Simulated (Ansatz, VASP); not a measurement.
This is a calculation of In for VASP 6.6.1.

File INCAR:

```
  ALGO = Normal
  EDIFF = 1E-7
  ENCUT = 520
  GGA = PE
  ISIF = 2
  ISMEAR = -1
  LASPH = True
  LCHARG = True
  LELF = True
  LREAL = False
  LVHAR = True
  LWAVE = False
  NBANDS = 12
  NELM = 100
  PREC = Accurate
  SIGMA = 0.05
```

The input KPOINTS:

```
k-points
0
Gamma
  11 11 11
```

The input POSCAR:

```
In
1.0
   -1.5922878321      1.5922878321      2.4232021571
    1.5922878321     -1.5922878321      2.4232021571
    1.5922878321      1.5922878321     -2.4232021571
In
1
Direct
    0.0000000000      0.0000000000      0.0000000000
```

Potentials or basis: VASP PAW PBE potentials, release 64 (In_d).

Run with:

```console
$ cat potpaw_PBE.64/In_d/POTCAR > POTCAR
$ mpirun -np 1 vasp_std > vasp.out
```

**Question.** Set up the same calculation for Ansatz 0.2.0. Potentials there: Ansatz PAW soft_1.

**Answer.** As run (the cutoff follows the program's own potentials):

The input input.yaml:

```yaml
crystal:
  lattice:
    - [-1.5922878321, 1.5922878321, 2.4232021571]
    - [1.5922878321, -1.5922878321, 2.4232021571]
    - [1.5922878321, 1.5922878321, -2.4232021571]
  atoms:
    - { symbol: In, position: [0.0, 0.0, 0.0] }
hamiltonian:
  xc: pbe
  pseudopotentials: { kind: paw, azcp: { folder: soft_1 } }
kpoints:
  mp_grid: { grid: [11, 11, 11] }
scf:
  occupations: { method: fermi_dirac, width: 0.05 }
output:
  forces: true
  stress: true
  eigenvalues: true
```

Potentials or basis: Ansatz PAW soft_1.

Launch:

```bash
$ ansatz run input.yaml --threads 1 --pin off --max-ram 3584MiB --backend cpu --events-out ev --progress --plain --runs-dir out
```

Both were run:

|  | VASP | Ansatz | Ansatz less VASP |
| --- | --- | --- | --- |
| gap on the k mesh at the Fermi level (eV) | none | none | - |
| pressure (GPa) | 5.3 | 5.3 | +0.04 |
| traceless stress, the component that is largest in VASP (GPa) | -0.60 | -0.59 | +0.004 |

A gap of «none» marks a metal or a gap that the smearing closes.
